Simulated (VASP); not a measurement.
Here is a VASP 6.6.1 calculation.

INCAR

```
SYSTEM = H2C18O
PREC = Accurate
ENCUT = 1000
EDIFF = 1E-6
ISMEAR = 0
SIGMA = 0.02
LREAL = Auto
LASPH = .TRUE.
NELM = 120
ALGO = Normal
ISIF = 2
LWAVE = .FALSE.
LCHARG = .FALSE.
GGA = CA
NBANDS = 56
GGA_COMPAT = .FALSE.
NELMDL = -8
```

Contents of KPOINTS:

```
Automatic mesh
0
G
  2 2 1
  0 0 0
```

Contents of POSCAR:

```
H2C18O
1.0
    7.3980000000      0.0000000000      0.0000000000
   -3.6990000000      6.4068560000      0.0000000000
    0.0000000000      0.0000000000     11.0000000000
C O H
18 1 2
Direct
    0.0104644106      0.0156752392      0.0727952727
    0.2329391000      0.1269814711      0.0728817273
    0.0095149365      0.3502669640      0.0727155455
    0.2339871423      0.4625612001      0.0727275455
    0.0118478642      0.6846119220      0.0727342727
    0.2316429837      0.7943735586      0.0725891818
    0.3429971576      0.0170640639      0.0726440909
    0.5676540408      0.1293345753      0.0722527273
    0.3453157830      0.3514366485      0.0727868182
    0.5650407392      0.4612718001      0.0726848182
    0.3440309629      0.6822884735      0.0725435455
    0.5664607334      0.7935940811      0.0724990909
    0.6786994606      0.0179996242      0.0723660000
    0.8982850299      0.1278939311      0.0726180000
    0.6772650853      0.3490251693      0.0725389091
    0.8996838700      0.4601465992      0.0726750909
    0.6762072663      0.6836743326      0.0726669091
    0.9006271170      0.7958922442      0.0727435455
    0.4623208481     -0.0499087228      0.3420722727
    0.3649623117     -0.1835057632      0.3782055455
    0.3843253934     -0.0319312624      0.2763500909
```

Potentials or basis: VASP PAW LDA potentials, release 64 (C_h, O_h, H_h).

Command:

```bash
$ cat potpaw_LDA.64/C_h/POTCAR potpaw_LDA.64/O_h/POTCAR potpaw_LDA.64/H_h/POTCAR > POTCAR
$ mpirun -np 1 vasp_std > vasp.out
```

(1) Estimate the largest force.

(2) Predict the band gap on the k mesh.

Answers

(1) 0.082 eV/Å.

(2) 0.19 eV.

Caveat: the k points lie up to 0.49 Å⁻¹ apart; there is no dipole correction, which matters where the two faces differ.
